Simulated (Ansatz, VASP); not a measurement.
C4N in VASP and in Ansatz

```xyz
5
Lattice="2.4323 0.0000 0.0000 -1.2162 2.1065 0.0000 0.0000 0.0000 11.3959" Properties=species:S:1:pos:R:3 pbc="T T T"
C     0.0000    1.4043    7.7814
C     0.0000    1.4043    3.6145
C     1.2162    0.7022    3.6145
C     1.2162    0.7022    7.7814
N     0.0000    0.0000    0.0000
```

Change from the starting cell: species swapped into the Co4H type (P-3m1, No. 164).

Alike in both runs: task single point; functional PBE; k mesh 12 × 12 × 2; occupations gaussian, width 0.1 eV; collinear spin.

|  | VASP | Ansatz |
| --- | --- | --- |
| version | VASP 6.6.1 | Ansatz 0.2.0 |
| potentials or method | VASP PAW PBE potentials, release 64 (C, N), cutoff 520 eV | scalar-relativistic, plane waves, PAW |
| valence electrons in the cell | 21 | 21 |

```csv
,VASP,Ansatz,Ansatz less VASP
gap on the k mesh at the Fermi level (eV),none,none,-
pressure (GPa),2.4,2.2,-0.24
"traceless stress, the component that is largest in VASP (GPa)",-2.32,-1.99,+0.330
net moment per atom (μB),0.23,0.23,+0.002
size of the moment on the site where the two differ most (μB),0.79,1.00,+0.213
```

Site moments also hang on the region over which each program counts them. A gap of «none» marks a metal or a gap that the smearing closes.
